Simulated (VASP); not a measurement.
# Al2O3 (Pnnm) in VASP: further runs, part 3 of 3

VASP 6.6.1. The steps go on from the part before.

### Step 4. Single point, LDA (strain -0.080 along x and y, +0.000 along z)

INCAR reads:

```
SYSTEM = Al2O3
PREC = Accurate ; ENCUT = 520
EDIFF = 1E-6 ; ISMEAR = 0
SIGMA = 0.05 ; LREAL = .FALSE.
LASPH = .TRUE. ; NELM = 100
ALGO = Normal ; ISIF = 2
LWAVE = .FALSE. ; LCHARG = .TRUE.
LELF = .TRUE. ; LVHAR = .TRUE.
NBANDS = 35
```

KPOINTS reads:

```
regular mesh
0
G
  6 4 8
  0 0 0
```

POSCAR reads:

```
Al2O3
1.0
    4.2251788552      0.0000000000      0.0000000000
    0.0000000000      8.8072714464      0.0000000000
    0.0000000000      0.0000000000      2.9745879034
Al O
4 6
Direct
    0.4138788494      0.3309999366      0.5000000000
    0.5861211506      0.6690000634      0.5000000000
    0.9138788494      0.1690000634      0.0000000000
    0.0861211506      0.8309999366      0.0000000000
    0.7315554251      0.2226862107      0.5000000000
    0.0000000000      0.0000000000      0.0000000000
    0.7684445749      0.7226862107      0.0000000000
    0.2315554251      0.2773137893      0.0000000000
    0.2684445749      0.7773137893      0.5000000000
    0.5000000000      0.5000000000      0.5000000000
```

Potentials or basis: VASP PAW LDA potentials, release 64 (Al, O).

Started as:

```console
> cat potpaw_LDA.64/Al/POTCAR potpaw_LDA.64/O/POTCAR > POTCAR
> mpirun -np 1 vasp_std > vasp.out
```

OUTCAR:

```text
SYSTEM = Al2O3
   PREC = Accurate
   ENCUT = 520
   EDIFF = 1E-6
   ISMEAR = 0
   LREAL = .FALSE.
   LASPH = .TRUE.
   NELM = 100
   ISIF = 2

 ion  position               nearest neighbor table
   1  0.414  0.331  0.500-  10 1.53   5 1.65   8 1.74   8 1.74   3 2.95   3 2.95   3 2.95   3 2.95
                             2 3.06
   2  0.586  0.669  0.500-  10 1.53   9 1.65   7 1.74   7 1.74   4 2.95   4 2.95   4 2.95   4 2.95
                             1 3.06
   3  0.914  0.169  0.000-   6 1.53   8 1.65   5 1.74   5 1.74   1 2.95   1 2.95   1 2.95   1 2.95
                             4 3.06
   4  0.086  0.831  0.000-   6 1.53   7 1.65   9 1.74   9 1.74   2 2.95   2 2.95   2 2.95   2 2.95
                             3 3.06
   5  0.732  0.223  0.500-   1 1.65   3 1.74   3 1.74
   6  0.000  0.000  0.000-   3 1.53   4 1.53
   7  0.768  0.723  0.000-   4 1.65   2 1.74   2 1.74
   8  0.232  0.277  0.000-   3 1.65   1 1.74   1 1.74
   9  0.268  0.777  0.500-   2 1.65   4 1.74   4 1.74
  10  0.500  0.500  0.500-   1 1.53   2 1.53

  LATTYP: Found a simple orthorhombic cell.
 ALAT       =     2.9745879034
 B/A-ratio  =     1.4204249437
 C/A-ratio  =     2.9608375118

  Lattice vectors:

[... 201 lines left out ...]
 fundamental gap:      4.6466392976
 Fermi energy:         3.0004730727

 k-point     1 :       0.0000    0.0000    0.0000
  band No.  band energies     occupation
      1     -16.2792      2.00000
      2     -16.1050      2.00000
      3     -14.3852      2.00000
      4     -14.3360      2.00000
      5     -13.5873      2.00000
      6     -13.3124      2.00000
[... 901 lines left out ...]
     34      15.7809      0.00000
     35      15.8726      0.00000

 [... further k-points ...]
[... 5 lines left out ...]
  --------------------------------------------------------------------------------------
  -------------------------------------------------------------------------------------
  Total       24.7529215     49.9743522     10.3072907      0.0000000      0.0000000      0.0000000
  in kB      358.2809847    723.3433091    149.1907235      0.0000000      0.0000000      0.0000000
  external PRESSURE =     410.2716725 kB  Pullay stress =       0.0000000 kB

 VOLUME and BASIS-vectors are now :
 -----------------------------------------------------------------------------
  energy-cutoff  :      520.00
  volume of cell :      110.69
      direct lattice vectors                 reciprocal lattice vectors
     4.225178855  0.000000000  0.000000000     0.236676371  0.000000000  0.000000000
     0.000000000  8.807271446  0.000000000     0.000000000  0.113542543  0.000000000
     0.000000000  0.000000000  2.974587903     0.000000000  0.000000000  0.336181022

 POSITION                                       TOTAL-FORCE (eV/Angst)
 -----------------------------------------------------------------------------------
      1.74871      2.91521      1.48729        -2.920292     -3.177328      0.000000
      2.47647      5.89207      1.48729         2.920292      3.177328      0.000000
      3.86130      1.48843      0.00000        -2.920292      3.177328      0.000000
      0.36388      7.31884      0.00000         2.920292     -3.177328     -0.000000
      3.09095      1.96126      1.48729         1.497411     -1.427086      0.000000
      0.00000      0.00000      0.00000         0.000000      0.000000      0.000000
      3.24682      6.36489      0.00000        -1.497411     -1.427086      0.000000
      0.97836      2.44238      0.00000         1.497411      1.427086      0.000000
      1.13423      6.84601      1.48729        -1.497411      1.427086      0.000000
      2.11259      4.40364      1.48729         0.000000      0.000000      0.000000
 -----------------------------------------------------------------------------------
    total drift:                                0.000000     -0.000000      0.000000

  FREE ENERGIE OF THE ION-ELECTRON SYSTEM (eV)
  ---------------------------------------------------
  free  energy   TOTEN  =       -77.9468360921 eV

  energy  without entropy=      -77.9468360921  energy(sigma->0) =      -77.94683609
```

OSZICAR:

```text
N       E                     dE             d eps       ncg     rms          rms(c)
DAV:   1     0.239737935107E+03    0.23974E+03   -0.24349E+04  4200   0.126E+03
DAV:   2    -0.764228998400E+02   -0.31616E+03   -0.30160E+03  5375   0.285E+02
DAV:   3    -0.929033060614E+02   -0.16480E+02   -0.16413E+02  5276   0.676E+01
DAV:   4    -0.930545913475E+02   -0.15129E+00   -0.15122E+00  5056   0.743E+00
DAV:   5    -0.930563867730E+02   -0.17954E-02   -0.17952E-02  5141   0.802E-01    0.232E+01
DAV:   6    -0.785788292177E+02    0.14478E+02   -0.47792E+01  4618   0.372E+01    0.880E+00
DAV:   7    -0.781846663165E+02    0.39416E+00   -0.13346E+00  5048   0.597E+00    0.410E+00
DAV:   8    -0.779819579495E+02    0.20271E+00   -0.13532E-01  5012   0.237E+00    0.145E+00
DAV:   9    -0.779454337007E+02    0.36524E-01   -0.37020E-02  5200   0.138E+00    0.214E-01
DAV:  10    -0.779465863353E+02   -0.11526E-02   -0.50933E-03  4640   0.384E-01    0.182E-01
DAV:  11    -0.779468694155E+02   -0.28308E-03   -0.14883E-03  4810   0.274E-01    0.654E-02
DAV:  12    -0.779468315070E+02    0.37908E-04   -0.42344E-04  5003   0.136E-01    0.126E-02
DAV:  13    -0.779468353617E+02   -0.38546E-05   -0.37413E-05  4671   0.351E-02    0.599E-03
DAV:  14    -0.779468360921E+02   -0.73042E-06   -0.25060E-06  3919   0.104E-02
   1 F= -.77946836E+02 E0= -.77946836E+02  d E =-.185561E-13
```

Run time: 88 s. Hardware: 1 thread of Intel Xeon 6975P-C (Granite Rapids), shared host; peak memory 0.28 GiB.

What came out:

| Item | Value |
| --- | --- |
| Free energy | -77.9468 eV |
| Pressure | 41.0 GPa |
| Largest force | 4.315 eV/Å |
| Band gap on the k mesh | 4.65 eV, direct |

Forces in eV/Å, atoms in the order of the input:
```
Al  -2.920 -3.177  0.000
Al   2.920  3.177  0.000
Al  -2.920  3.177  0.000
Al   2.920 -3.177  0.000
O    1.497 -1.427  0.000
O    0.000  0.000  0.000
O   -1.497 -1.427  0.000
O    1.497  1.427  0.000
O   -1.497  1.427  0.000
O    0.000  0.000  0.000
```

Stress tensor (GPa, compression positive):
```
35.83  0.00  0.00
 0.00 72.33  0.00
 0.00  0.00 14.92
```

Levels at points of the mesh, in eV from the valence-band top:
| k point | band 20 | band 21 | band 22 | band 23 | band 24 | band 25 | band 26 | band 27 | band 28 | band 29 |
| --- | --- | --- | --- | --- | --- | --- | --- | --- | --- | --- |
| (0.00, 0.00, 0.00) | -1.23 | -1.06 | -0.17 | -0.05 | 0.00 | 4.65 | 6.83 | 6.95 | 7.35 | 7.58 |
| (0.50, 0.00, 0.00) | -2.02 | -0.76 | -0.76 | -0.09 | -0.09 | 7.28 | 7.28 | 7.98 | 7.98 | 9.11 |
| (0.00, 0.50, 0.00) | -1.55 | -0.44 | -0.44 | -0.11 | -0.11 | 5.42 | 5.42 | 7.23 | 7.23 | 8.82 |
| (0.50, 0.50, 0.00) | -2.41 | -0.62 | -0.62 | -0.09 | -0.09 | 7.43 | 7.43 | 7.59 | 7.59 | 10.01 |
| (0.00, 0.00, 0.50) | -2.29 | -1.13 | -1.13 | -0.58 | -0.58 | 8.24 | 8.24 | 8.32 | 8.32 | 9.24 |
| (0.50, 0.00, 0.50) | -1.67 | -1.47 | -1.47 | -0.49 | -0.49 | 8.07 | 8.07 | 9.41 | 9.41 | 9.87 |
| (0.00, 0.50, 0.50) | -2.17 | -1.51 | -1.51 | -0.33 | -0.33 | 7.85 | 7.85 | 8.96 | 8.96 | 9.05 |
| (0.50, 0.50, 0.50) | -1.62 | -1.25 | -1.25 | -0.73 | -0.73 | 8.11 | 8.11 | 9.64 | 9.64 | 9.67 |

Caveat: the cell differs from its parent crystal (strain -0.080 along x and y, +0.000 along z); forces of over 1 eV/Å act on the atoms, so gaps and moduli don't describe the material at rest. A k mesh can miss the band edges.

### Step 5. Single point, LDA (strain -0.040 along x and y, -0.080 along z)

INCAR reads:

```
  ALGO = Normal
  EDIFF = 1E-6
  ENCUT = 520
  ISIF = 2
  ISMEAR = 0
  LASPH = T
  LCHARG = F
  LREAL = F
  LWAVE = F
  NBANDS = 35
  NELM = 80
  PREC = Accurate
  SIGMA = 0.05
```

KPOINTS reads:

```
k-points
0
Gamma
  6 4 8
```

POSCAR: that of step 4 with these lines changed.

```diff
@@ -2,5 +2,5 @@
 1.0
-    4.2251788552      0.0000000000      0.0000000000
-    0.0000000000      8.8072714464      0.0000000000
-    0.0000000000      0.0000000000      2.9745879034
+    4.4088822837      0.0000000000      0.0000000000
+    0.0000000000      9.1901962919      0.0000000000
+    0.0000000000      0.0000000000      2.7366208711
 Al O
```

Started as:

```console
> cat potpaw_LDA.64/Al/POTCAR potpaw_LDA.64/O/POTCAR > POTCAR
> mpirun -np 1 vasp_std > vasp.out
```

Wall time 80 s (1 thread of Intel Xeon 6975P-C (Granite Rapids), shared host); peak memory 0.29 GiB.

Results (log left out):

| Property | Result |
| --- | --- |
| Free energy | -78.6414 eV |
| Pressure | 38.4 GPa |
| Largest force | 1.538 eV/Å |
| Band gap on the k mesh | 3.95 eV, direct |

Forces on the atoms (eV/Å):
```
Al   0.641  0.024  0.000
Al  -0.641 -0.024  0.000
Al   0.641 -0.024  0.000
Al  -0.641  0.024  0.000
O   -1.373  0.694  0.000
O    0.000  0.000  0.000
O    1.373  0.694  0.000
O   -1.373 -0.694  0.000
O    1.373 -0.694  0.000
O    0.000  0.000  0.000
```

Stress tensor (GPa, compression positive):
```
29.07  0.00  0.00
 0.00 36.00  0.00
 0.00  0.00 50.04
```

Levels at points of the mesh, in eV from the valence-band top:
| k point | band 20 | band 21 | band 22 | band 23 | band 24 | band 25 | band 26 | band 27 | band 28 | band 29 |
| --- | --- | --- | --- | --- | --- | --- | --- | --- | --- | --- |
| (0.00, 0.00, 0.00) | -2.37 | -1.99 | -1.00 | -0.05 | 0.00 | 3.95 | 6.38 | 6.47 | 6.95 | 7.73 |
| (0.50, 0.00, 0.00) | -3.19 | -1.66 | -1.66 | -0.02 | -0.02 | 6.52 | 6.52 | 7.29 | 7.29 | 8.30 |
| (0.00, 0.50, 0.00) | -2.63 | -1.42 | -1.42 | -0.03 | -0.03 | 4.74 | 4.74 | 7.24 | 7.24 | 8.03 |
| (0.50, 0.50, 0.00) | -3.53 | -1.54 | -1.54 | -0.02 | -0.02 | 6.64 | 6.64 | 6.87 | 6.87 | 9.28 |
| (0.00, 0.00, 0.50) | -3.23 | -2.26 | -2.26 | -1.13 | -1.13 | 6.90 | 6.90 | 7.61 | 7.61 | 8.81 |
| (0.50, 0.00, 0.50) | -2.91 | -2.32 | -2.32 | -1.20 | -1.20 | 6.87 | 6.87 | 8.66 | 8.66 | 8.68 |
| (0.00, 0.50, 0.50) | -3.27 | -2.37 | -2.37 | -1.04 | -1.04 | 6.69 | 6.69 | 8.16 | 8.16 | 8.42 |
| (0.50, 0.50, 0.50) | -2.75 | -2.36 | -2.36 | -1.27 | -1.27 | 6.97 | 6.97 | 8.57 | 8.57 | 8.61 |

Caveat: the cell differs from its parent crystal (strain -0.040 along x and y, -0.080 along z); forces of over 1 eV/Å act on the atoms, so gaps and moduli don't describe the material at rest. A k mesh can miss the band edges.

### Step 6. Summary

| cell | gap on the mesh (eV) | pressure (GPa) | largest force (eV/Å) |
| --- | --- | --- | --- |
| a = 4.225, b = 8.807, c = 2.737 Å, 10 atoms | 4.56 | 67.8 | 1.88 |
| a = 4.225, b = 8.807, c = 2.856 Å, 10 atoms | 4.67 | 52.8 | 3.27 |
| a = 4.225, b = 8.807, c = 2.975 Å, 10 atoms | 4.65 | 41.0 | 4.32 |
| a = 4.409, b = 9.190, c = 2.737 Å, 10 atoms | 3.95 | 38.4 | 1.54 |

Alike in all rows: task single point; level LDA; potentials or basis VASP PAW LDA potentials, release 64 (Al, O); no spin polarisation; k mesh 6 × 4 × 8; cutoff (eV) 520; smearing gaussian 0.05 eV.

Caveats: forces of over 1 eV/Å act on the atoms, so gaps and moduli don't describe the material at rest.

Absolute energies hang on the potentials; compare differences alone.
